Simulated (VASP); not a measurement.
# RbBr (P6_3/mmc) in VASP: notebook

RbBr is run at these levels: PBE; tasks: single point.

Everything below comes from runs of VASP 6.6.1. Logs are shortened: lines on timing, memory, paths and dates and some standing lists are left out, and cuts for length are marked.

## 1. The cell of the first run

It takes space group P6_3/mmc (No. 194, hexagonal). The conventional cell has a = 5.942 Å, b = 5.942 Å, c = 6.957 Å, α = 90.00°, β = 90.00°, γ = 120.00°. Rb (site symmetry -6m2) has 5 Br at 3.43 to 3.48 Å within 4.5 Å. Br (site symmetry -6m2) has 5 Rb at 3.43 to 3.48 Å within 4.5 Å.

## 2. Single point, PBE

The input, INCAR:

```
PREC = Accurate
ENCUT = 520
EDIFF = 1E-6
ISMEAR = -1
SIGMA = 0.05
LREAL = False
LASPH = True
NELM = 60
ALGO = Normal
ISIF = 2
LWAVE = False
LCHARG = False
GGA = PE
NBANDS = 24
```

The input, KPOINTS:

```
Automatic mesh
0
Gamma
  10 10 6
```

The input, POSCAR:

```
RbBr
1.0
    5.9420834490      0.0000000000      0.0000000000
   -2.9710417245      5.1459952182      0.0000000000
    0.0000000000      0.0000000000      6.9565076358
Rb Br
2 2
Direct
    0.3333333333      0.6666666667     -0.0619962559
    0.6666666667      0.3333333333      0.4380037441
    0.3333333333      0.6666666667      0.4379962559
    0.6666666667      0.3333333333      0.9379962559
```

Potentials or basis: VASP PAW PBE potentials, release 64 (Rb_sv, Br).

Run with:

```bash
$ cat potpaw_PBE.64/Rb_sv/POTCAR potpaw_PBE.64/Br/POTCAR > POTCAR
$ mpirun -np 1 vasp_std > vasp.out
```

OUTCAR:

```text
PREC = Accurate
   ENCUT = 520
   EDIFF = 1E-6
   ISMEAR = -1
   LREAL = False
   LASPH = True
   NELM = 60
   ISIF = 2
   GGA = PE

 ion  position               nearest neighbor table
   1  0.333  0.667  0.938-   4 3.43   4 3.43   4 3.43   3 3.48   3 3.48   2 4.89   2 4.89   2 4.89
                             2 4.89   2 4.89   2 4.89
   2  0.667  0.333  0.438-   3 3.43   3 3.43   3 3.43   4 3.48   4 3.48   1 4.89   1 4.89   1 4.89
                             1 4.89   1 4.89   1 4.89
   3  0.333  0.667  0.438-   2 3.43   2 3.43   2 3.43   1 3.48   1 3.48
   4  0.667  0.333  0.938-   1 3.43   1 3.43   1 3.43   2 3.48   2 3.48

  LATTYP: Found a hexagonal cell.
 ALAT       =     5.9420834490
 C/A-ratio  =     1.1707186032

  Lattice vectors:

 A1 = (   5.9420834490,   0.0000000000,   0.0000000000)
 A2 = (  -2.9710417245,   5.1459952182,   0.0000000000)
 A3 = (   0.0000000000,   0.0000000000,   6.9565076358)

Analysis of symmetry for initial positions (statically):
=====================================================================
 Subroutine PRICEL returns:
 Original cell was already a primitive cell.

 Routine SETGRP: Setting up the symmetry group for a
 hexagonal supercell.

 Subroutine GETGRP returns: Found 12 space group operations
 (whereof  6 operations were pure point group operations)
 out of a pool of 24 trial point group operations.

The static configuration has the point symmetry C_3v.
 The point group associated with its full space group is C_6v.

Analysis of symmetry for dynamics (positions and initial velocities):
=====================================================================
 Subroutine PRICEL returns:
 Original cell was already a primitive cell.

 Routine SETGRP: Setting up the symmetry group for a
 hexagonal supercell.

 Subroutine GETGRP returns: Found 12 space group operations
 (whereof  6 operations were pure point group operations)
 out of a pool of 24 trial point group operations.

The dynamic configuration has the point symmetry C_3v.
 The point group associated with its full space group is C_6v.

 Subroutine INISYM returns: Found 12 space group operations
 (whereof  6 operations are pure point group operations),
 and found     1 'primitive' translations

----------------------------------------------------------------------------------------

                                     Primitive cell

  volume of cell :     212.7156

  direct lattice vectors                    reciprocal lattice vectors
     5.942083449  0.000000000  0.000000000     0.168291140  0.097162935  0.000000000
    -2.971041725  5.145995218  0.000000000     0.000000000  0.194325870  0.000000000
     0.000000000  0.000000000  6.956507636     0.000000000  0.000000000  0.143750291

  length of vectors
     5.942083449  5.942083449  6.956507636     0.194325870  0.194325870  0.143750291

  position of ions in fractional coordinates (direct lattice)
     0.333333333  0.666666667  0.938003744
     0.666666667  0.333333333  0.438003744
     0.333333333  0.666666667  0.437996256
     0.666666667  0.333333333  0.937996256

  ion indices of the primitive-cell ions
   primitive index   ion index
                 1           1
                 2           2
                 3           3
                 4           4

----------------------------------------------------------------------------------------

 KPOINTS: Automatic mesh

Automatic generation of k-mesh.
 Grid dimensions read from file:
 generate k-points for:   10   10    6

 Generating k-lattice:

  Cartesian coordinates                     Fractional coordinates (reciprocal lattice)
     0.016829114  0.009716294  0.000000000     0.100000000  0.000000000  0.000000000
     0.000000000  0.019432587  0.000000000     0.000000000  0.100000000  0.000000000
     0.000000000  0.000000000  0.023958382     0.000000000  0.000000000  0.166666667

  Length of vectors
     0.019432587  0.019432587  0.023958382

  Shift w.r.t. Gamma in fractional coordinates (k-lattice)
     0.000000000  0.000000000  0.000000000

 Subroutine IBZKPT returns following result:
 ===========================================

 Found     56 irreducible k-points:

 Following reciprocal coordinates:
            Coordinates               Weight
  0.000000  0.000000  0.000000      1.000000
  0.100000  0.000000  0.000000      6.000000
  0.200000  0.000000  0.000000      6.000000
  0.300000  0.000000  0.000000      6.000000
  0.400000  0.000000  0.000000      6.000000
  0.500000  0.000000  0.000000      3.000000
[... 16 lines left out ...]
  0.300000  0.100000  0.166667     24.000000
  0.400000  0.100000  0.166667     24.000000
 [... further k-points ...]
   k-points           NKPTS =     56   k-points in BZ     NKDIM =     56   number of bands    NBANDS=     24
   number of dos      NEDOS =    301   number of ions     NIONS =      4
   total plane-waves  NPLWV = 124416
   dimension x,y,z NGX =    48 NGY =   48 NGZ =   54
   dimension x,y,z NGXF=    96 NGYF=   96 NGZF=  108
   ions per type =               2   2
   NGX,Y,Z   is equivalent  to a cutoff of  13.43, 13.43, 12.90 a.u.
   NGXF,Y,Z  is equivalent  to a cutoff of  26.86, 26.86, 25.81 a.u.
 SYSTEM =  unknown system
   PREC   = accura    normal or accurate (medium, high low for compatibility)
   ISTART =      0    job   : 0-new  1-cont  2-samecut
   ICHARG =      2    charge: 1-file 2-atom 10-const
   ISPIN  =      1    spin polarized calculation?
   LNONCOLLINEAR =      F non collinear calculations
   LSORBIT =      F    spin-orbit coupling
   LASPH  =      T    aspherical Exc in radial PAW
   ENCUT  =  520.0 eV  38.22 Ry    6.18 a.u.  11.05 11.05 12.93*2*pi/ulx,y,z
   NELM   =     60;   NELMIN=  2; NELMDL= -5     # of ELM steps
   EDIFF  = 0.1E-05   stopping-criterion for ELM
   LREAL  =      F    real-space projection
   EDIFFG = 0.1E-04   stopping-criterion for IOM
   NSW    =      0    number of steps for IOM
   IBRION =     -1    ionic relax: 0-MD 1-quasi-New 2-CG
   NFREE  =      0    steps in history (QN), initial steepest desc. (CG)
   ISIF   =      2    stress and relaxation
   ISYM   =      2    0-nonsym 1-usesym 2-fastsym
   POTIM  = 0.5000    time-step for ionic-motion
   TEBEG  =    0.0;   TEEND  =   0.0 temperature during run
   PSTRESS=    0.0 pullay stress
   NELECT =      32.0000    total number of electrons
   NUPDOWN=      -1.0000    fix difference up-down
   EMIN   =  10.00;   EMAX   =-10.00  energy-range for DOS
   EFERMI =   0.00;   METHOD = LEGACY
   ISMEAR =    -1;   SIGMA  =   0.05  broadening in eV -4-tet -1-fermi 0-gaus
   EFERMI_NEDOS =   21; number of points for ismear=-14 and -15
   IALGO  =     38    algorithm
   IMIX   =      4    mixing-type and parameters
     AMIX     =   0.40;   BMIX     =  1.00
     AMIX_MAG =   1.60;   BMIX_MAG =  1.00
  volume/ion in A,a.u.               =      53.18       358.87
  Fermi-wavevector in a.u.,A,eV,Ry     =   0.870680  1.645346 10.314344  0.758083
  Thomas-Fermi vector in A             =   1.989679
   LORBIT       =      0    0 simple, 1 ext, 2 COOP (PROOUT), +10 PAW based schemes
   GGA     = PE    functional components
   LHFCALC =     F    Hartree Fock is set to
   AEXX    =    0.0000 exact exchange contribution
   IVDW    =     0    specifies the selected vdW correction
   LEPSILON=     F    determine dielectric tensor
   LRPA    =     F    only Hartree local field effects (RPA)
 non-spin polarized calculation
  energy-cutoff  :      520.00
  volume of cell :      212.72
 maximum number of plane-waves:      5748
 NGX is ok and might be reduce to    48
   NGX = 23   NGY = 23   NGZ = 25

 number of electron      31.9999999 magnetization

 Free energy of the ion-electron system (eV)
  ---------------------------------------------------
  ext. energy  EPLUGINS =         0.00000000
  ---------------------------------------------------
  free energy    TOTEN  =       -12.06803729 eV

  energy without entropy =      -12.06803729  energy(sigma->0) =      -12.06803729

 E-fermi :  -1.5064     XC(G=0):  -6.0373

 val. band max:       -2.6796805954   @ k =   0.0000   0.0000   0.0000
 cond. band min:       1.3403536871   @ k =   0.0000   0.0000   0.0000
 fundamental gap:      4.0200342825
 Fermi energy:        -1.5063535150

 k-point     1 :       0.0000    0.0000    0.0000
  band No.  band energies     occupation
      1     -27.3658      2.00000
      2     -27.3581      2.00000
      3     -14.7680      2.00000
      4     -14.7290      2.00000
      5     -11.5510      2.00000
      6     -11.5129      2.00000
[... 16 lines left out ...]
     23       5.2811      0.00000
     24       5.6231      0.00000

 k-point     2 :       0.1000    0.0000    0.0000
  band No.  band energies     occupation
      1     -27.3656      2.00000
      2     -27.3582      2.00000
      3     -14.7702      2.00000
      4     -14.7331      2.00000
      5     -11.5482      2.00000
      6     -11.5145      2.00000
[... 16 lines left out ...]
     23       5.3633      0.00000
     24       5.3672      0.00000

 k-point     3 :       0.2000    0.0000    0.0000
  band No.  band energies     occupation
      1     -27.3650      2.00000
      2     -27.3585      2.00000
      3     -14.7759      2.00000
      4     -14.7439      2.00000
      5     -11.5401      2.00000
      6     -11.5188      2.00000
[... 16 lines left out ...]
     23       5.3055      0.00000
     24       5.5112      0.00000

 k-point     4 :       0.3000    0.0000    0.0000
  band No.  band energies     occupation
      1     -27.3641      2.00000
      2     -27.3591      2.00000
      3     -14.7823      2.00000
      4     -14.7577      2.00000
      5     -11.5281      2.00000
      6     -11.5238      2.00000
[... 16 lines left out ...]
     23       5.3244      0.00000
     24       5.4212      0.00000

 k-point     5 :       0.4000    0.0000    0.0000
  band No.  band energies     occupation
      1     -27.3632      2.00000
      2     -27.3597      2.00000
      3     -14.7864      2.00000
      4     -14.7698      2.00000
      5     -11.5278      2.00000
      6     -11.5151      2.00000
[... 16 lines left out ...]
     23       5.3299      0.00000
     24       5.6471      0.00000

 k-point     6 :       0.5000    0.0000    0.0000
  band No.  band energies     occupation
      1     -27.3627      2.00000
      2     -27.3601      2.00000
      3     -14.7874      2.00000
      4     -14.7751      2.00000
      5     -11.5293      2.00000
      6     -11.5082      2.00000
[... 16 lines left out ...]
     23       5.3317      0.00000
     24       5.7562      0.00000
[... 379 lines left out ...]
 k-point    21 :       0.1000    0.1000    0.1667
  band No.  band energies     occupation
      1     -27.3647      2.00000
      2     -27.3589      2.00000
      3     -14.7781      2.00000
      4     -14.7492      2.00000
      5     -11.5179      2.00000
      6     -11.5143      2.00000
[... 16 lines left out ...]
     23       5.5025      0.00000
     24       5.6666      0.00000

 k-point    22 :       0.2000    0.1000    0.1667
  band No.  band energies     occupation
      1     -27.3640      2.00000
      2     -27.3592      2.00000
      3     -14.7845      2.00000
      4     -14.7610      2.00000
      5     -11.5196      2.00000
      6     -11.5095      2.00000
[... 16 lines left out ...]
     23       5.4652      0.00000
     24       5.8518      0.00000

 k-point    23 :       0.3000    0.1000    0.1667
  band No.  band energies     occupation
      1     -27.3632      2.00000
      2     -27.3597      2.00000
      3     -14.7902      2.00000
      4     -14.7735      2.00000
      5     -11.5246      2.00000
      6     -11.4985      2.00000
[... 16 lines left out ...]
     23       5.4826      0.00000
     24       5.6124      0.00000

 k-point    24 :       0.4000    0.1000    0.1667
  band No.  band energies     occupation
      1     -27.3625      2.00000
      2     -27.3603      2.00000
      3     -14.7927      2.00000
      4     -14.7821      2.00000
      5     -11.5277      2.00000
      6     -11.4887      2.00000
[... 16 lines left out ...]
     23       5.4524      0.00000
     24       5.5378      0.00000

 [... further k-points ...]

------------------------ aborting loop because EDIFF is reached ----------------------------------------

  FORCE on cell =-STRESS in cart. coord.  units (eV):
  Direction    XX          YY          ZZ          XY          YZ          ZX
  --------------------------------------------------------------------------------------
  -------------------------------------------------------------------------------------
  Total        0.0061210      0.0061210     -0.0067648      0.0000000      0.0000000      0.0000000
  in kB        0.0461032      0.0461032     -0.0509523      0.0000000      0.0000000      0.0000000
  external PRESSURE =       0.0137514 kB  Pullay stress =       0.0000000 kB

 VOLUME and BASIS-vectors are now :
 -----------------------------------------------------------------------------
  energy-cutoff  :      520.00
  volume of cell :      212.72
      direct lattice vectors                 reciprocal lattice vectors
     5.942083449  0.000000000  0.000000000     0.168291140  0.097162935  0.000000000
    -2.971041725  5.145995218  0.000000000     0.000000000  0.194325870  0.000000000
     0.000000000  0.000000000  6.956507636     0.000000000  0.000000000  0.143750291

 POSITION                                       TOTAL-FORCE (eV/Angst)
 -----------------------------------------------------------------------------------
     -0.00000      3.43066      6.52523        -0.000000      0.000000      0.000087
      2.97104      1.71533      3.04698         0.000000     -0.000000      0.000087
     -0.00000      3.43066      3.04692        -0.000000      0.000000     -0.000087
      2.97104      1.71533      6.52518         0.000000     -0.000000     -0.000087
 -----------------------------------------------------------------------------------
    total drift:                               -0.000000      0.000000     -0.000522

  FREE ENERGIE OF THE ION-ELECTRON SYSTEM (eV)
  ---------------------------------------------------
  free  energy   TOTEN  =       -12.0680372936 eV

  energy  without entropy=      -12.0680372936  energy(sigma->0) =      -12.06803729
```

It took 3 min on 1 thread of Intel Xeon Platinum 8559C (Emerald Rapids), shared host; peak memory 0.49 GiB.

Results:

- Free energy: -12.0680 eV
- Pressure: 0.0 GPa
- Band gap on the k mesh: 4.02 eV

A k mesh can miss the band edges.

[end of part 1 of 2]
